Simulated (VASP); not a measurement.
Set up this calculation in VASP 6.6.1, as the native input.

| Item | Value |
| --- | --- |
| Task | relaxation of cell and atoms |
| Functional | PBE |
| Potentials or basis | VASP PAW PBE potentials, release 64 (C) |
| Cutoff | 600 eV |
| k mesh | 12 × 12 × 12 |
| Occupations | gaussian, width 0.02 eV |
| Spin | no spin polarisation |
| Dipole correction | no |
| Further INCAR settings | ALGO = Normal; EDIFF = 1e-07; IBRION = 2; EDIFFG = -0.002; NSW = 100; ISIF = 3 |

The structure of C lies in POSCAR:

```
C
1.0
    0.0000000000      1.7833700000      1.7833700000
    1.7833700000      0.0000000000      1.7833700000
    1.7833700000      1.7833700000      0.0000000000
C
2
Direct
    0.7500000000      0.7500000000      0.7500000000
    0.5000000000      0.5000000000      0.5000000000
```

These files were run (other wordings do the same):

INCAR

```
SYSTEM = C
  ALGO = Normal
  EDIFF = 1E-7
  EDIFFG = -0.002
  ENCUT = 600
  GGA = PE
  GGA_COMPAT = .False.
  IBRION = 2
  ISIF = 3
  ISMEAR = 0
  LASPH = .True.
  LCHARG = .False.
  LREAL = .False.
  LWAVE = .False.
  NELM = 120
  NELMIN = 4
  NSW = 100
  PREC = Accurate
  SIGMA = 0.02
```

KPOINTS

```
k-points
0
Gamma
  12 12 12
  0 0 0
```

Potentials or basis: VASP PAW PBE potentials, release 64 (C).

The run is started by

```sh
$ cat potpaw_PBE.64/C/POTCAR > POTCAR
$ mpirun -np 1 vasp_std > vasp.out
```

It gave:

The relaxed volume is 5.69 Å³/atom. The relaxed cell is a = 2.525 Å, b = 2.525 Å, c = 2.525 Å, α = 60.00°, β = 60.00°, γ = 60.00°. The space group after relaxing (to 0.05 Å) is Fd-3m (No. 227). The energy gained by relaxing is 0.1 meV/atom and the ionic steps are 3. The pressure after relaxing is 0.0 GPa and the band gap on the k mesh is 4.14 eV, indirect (least direct gap 5.58 eV).

Run time: 9.8 s on 1 thread of Intel Xeon 6975P-C, on a shared host, peak memory 0.12 GiB.
